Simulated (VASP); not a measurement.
Input of a VASP 6.6.1 run:

The input INCAR:

```
  PREC = Accurate
  ENCUT = 600
  EDIFF = 1E-6
  ISMEAR = 0
  SIGMA = 0.1
  LREAL = False
  LASPH = True
  NELM = 60
  ALGO = Normal
  ISIF = 3
  LWAVE = False
  LCHARG = False
  GGA = PE
  IBRION = 2
  NSW = 100
  EDIFFG = -0.005
```

File KPOINTS:

```
regular mesh
0
Gamma
  18 18 18
```

File POSCAR:

```
Pt
1.0
    0.0000000000      1.9715751800      1.9715751800
    1.9715751800      0.0000000000      1.9715751800
    1.9715751800      1.9715751800      0.0000000000
Pt
1
Direct
    0.0000000000      0.0000000000      0.0000000000
```

Potentials or basis: VASP PAW PBE potentials, release 64 (Pt).

Command:

```console
$ cat potpaw_PBE.64/Pt/POTCAR > POTCAR
$ mpirun -np 1 vasp_std > vasp.out
```

(1) What does it give for the space group after relaxing (to 0.1 Å)?

(2) Predict the band gap on the k mesh.

(3) Predict the relaxed cell.

(4) Estimate the relaxed volume.

## Answers

(1) Fm-3m (No. 225).

(2) zero (bands 5 and 6 overlap by 2.10 eV).

(3) a = 2.806 Å, b = 2.806 Å, c = 2.806 Å, α = 60.00°, β = 60.00°, γ = 60.00°.

(4) 15.62 Å³/atom.

Caveat: spin-orbit coupling is left out, which moves the levels of the heavy elements.
